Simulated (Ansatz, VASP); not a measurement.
## MgSe in VASP and in Ansatz

INCAR

```
SYSTEM = MgSe
  PREC = Accurate
  ENCUT = 600
  EDIFF = 1E-6
  ISMEAR = -1
  SIGMA = 0.02
  LREAL = .False.
  LASPH = .True.
  NELM = 120
  ALGO = Normal
  ISIF = 2
  LWAVE = .False.
  LCHARG = .True.
  GGA = PE
  LELF = .True.
  LVHAR = .True.
  NBANDS = 11
  GGA_COMPAT = .False.
```

The input KPOINTS:

```
Automatic mesh
0
Gamma
  8 8 8
  0 0 0
```

File POSCAR:

```
MgSe
1.0
    0.0000000000      2.7362693763      2.7362693763
    2.7362693763      0.0000000000      2.7362693763
    2.7362693763      2.7362693763      0.0000000000
Mg Se
1 1
Direct
    0.0000000000      0.0000000000      0.0000000000
    0.5000000000      0.5000000000      0.5000000000
```

Input for Ansatz:

```yaml
crystal:
  lattice:
    - [0.0, 2.7362693763, 2.7362693763]
    - [2.7362693763, 0.0, 2.7362693763]
    - [2.7362693763, 2.7362693763, 0.0]
  atoms:
    - { symbol: Mg, position: [0.0, 0.0, 0.0] }
    - { symbol: Se, position: [0.5, 0.5, 0.5] }
kpoints:
  mp_grid: { grid: [8, 8, 8] }
  band_path:
    path:
      - [0.0, 0.0, 0.0]
      - [0.5, 0.0, 0.5]
      - [0.625, 0.25, 0.625]
      - [0.375, 0.375, 0.75]
      - [0.5, 0.5, 0.5]
      - [0.5, 0.25, 0.75]
      - [0.0, 0.5, 0.5]
    npoints: 1
hamiltonian:
  xc: pbe
scf:
  occupations: { method: fermi_dirac, width: 0.02 }
  n_extra_bands: 4
output:
  forces: true
  stress: true
  eigenvalues: true
```

Alike in both runs: task single point; functional PBE; k mesh 8 × 8 × 8; occupations fermi-dirac, width 0.02 eV; no spin polarisation.

```csv
,VASP,Ansatz
version,VASP 6.6.1,Ansatz 0.2.0
potentials or method,"VASP PAW PBE potentials, release 64 (Mg, Se)","plane waves, PAW"
plane-wave cutoff (eV),600,420
valence electrons in the cell,8,26
```

Ansatz gave:

- gap on the k mesh at the Fermi level (eV): 1.80
- pressure (GPa): 1.2

Which values does VASP return?

gap on the k mesh at the Fermi level (eV): 1.78; pressure (GPa): 1.1.

The functional is the same, so the differences come from potentials, cutoffs and numerics. VASP's potentials hold 8 valence electrons a cell and Ansatz's 26, so a difference there can come from the potentials and not from the codes.
